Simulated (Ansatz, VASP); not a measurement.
# Two plane-wave programs on Fe

```
Fe
1.0
     2.60645    0.00000    0.00000
    -1.30323    2.25725    0.00000
     0.00000    0.00000    4.45485
Fe
2
Direct
  0.33333 0.66667 0.25000
  0.66667 0.33333 0.75000
```

Alike in both runs: task single point; functional r2SCAN; k mesh 16 × 16 × 8; occupations fermi-dirac, width 0.05 eV; collinear spin.

|  | VASP | Ansatz |
| --- | --- | --- |
| version | VASP 6.6.1 | Ansatz 0.2.0 |
| potentials or method | VASP PAW PBE potentials, release 64 (Fe), cutoff 520 eV | plane waves (500 eV) with PAW, scalar-relativistic |
| valence electrons in the cell | 16 | 32 |

|  | VASP | Ansatz | Ansatz less VASP |
| --- | --- | --- | --- |
| pressure (GPa) | -12.2 | -11.9 | +0.32 |
| traceless stress, the component that is largest in VASP (GPa) | 4.39 | 4.17 | -0.219 |
| net moment per atom (μB) | 0.00 | 0.00 | 0.000 |
| size of the moment on the site where the two differ most (μB) | 2.93 | 2.95 | +0.022 |

VASP's potentials were made for PBE, not for r2SCAN. Site moments also hang on the region over which each program counts them. VASP's potentials hold 16 valence electrons a cell and Ansatz's 32, so a difference there can come from the potentials and not from the codes. Ansatz's warnings: stability check not made.
